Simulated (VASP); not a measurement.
MgO2: single point with r2SCAN

Crystal: MgO2.

```
Mg O
1.0
     1.48440    0.85702    3.49398
    -1.48440    0.85702    3.49398
     0.00000   -1.71404    3.49398
Mg O
1 2
Direct
  0.00000 0.00000 0.00000
  0.42879 0.42879 0.42879
  0.57121 0.57121 0.57121
```

This cell differs from its parent crystal: strain -0.0750 x Voigt [1, 1, 0, 0, 0, 0].

* Program: VASP 6.6.1
* Task: single point
* Functional: r2SCAN
* Potentials or basis: VASP PAW PBE potentials, release 64 (Mg_sv, O)
* Cutoff: 920 eV
* k mesh: 12 × 12 × 12
* Occupations: gaussian, width 0.05 eV
* Spin: no spin polarisation

```json
{
  "Pressure": "17.2 GPa",
  "Largest force": "1.299 eV/Å",
  "Band gap on the k mesh": "2.60 eV"
}
```

Forces in eV/Å, atoms in the order of the input:
```
Mg   0.000  0.000  0.000
O    0.000  0.000  1.299
O    0.000  0.000 -1.299
```

Stress tensor (GPa, compression positive):
```
25.59  0.00  0.00
 0.00 25.59  0.00
 0.00  0.00  0.44
```

Levels at points of the mesh, in eV from the valence-band top:
| k point | band 9 | band 10 | band 11 | band 12 | band 13 | band 14 |
| --- | --- | --- | --- | --- | --- | --- |
| (0.00, 0.00, 0.00) | -3.28 | -0.92 | -0.92 | 5.48 | 6.85 | 14.13 |
| (0.50, 0.00, 0.00) | -3.83 | -1.67 | -1.37 | 4.61 | 10.78 | 13.71 |
| (0.50, 0.50, 0.00) | -4.44 | -2.63 | -0.35 | 3.92 | 9.88 | 14.04 |
| (0.50, 0.50, 0.50) | -3.89 | 0.00 | 0.00 | 2.60 | 6.94 | 12.01 |

Run time: 17 min on 1 thread of Intel(R) Xeon(R) Platinum 8375C CPU @ 2.90GHz (Ice Lake), on a shared host, peak memory 0.38 GiB.

Caveat: the cell differs from its parent crystal (strain -0.0750 x Voigt [1, 1, 0, 0, 0, 0]); the stress differs along the axes, from 0 to 26 GPa; the PAW data sets were made with another functional, which shifts forces and pressure a little. A k mesh can miss the band edges.
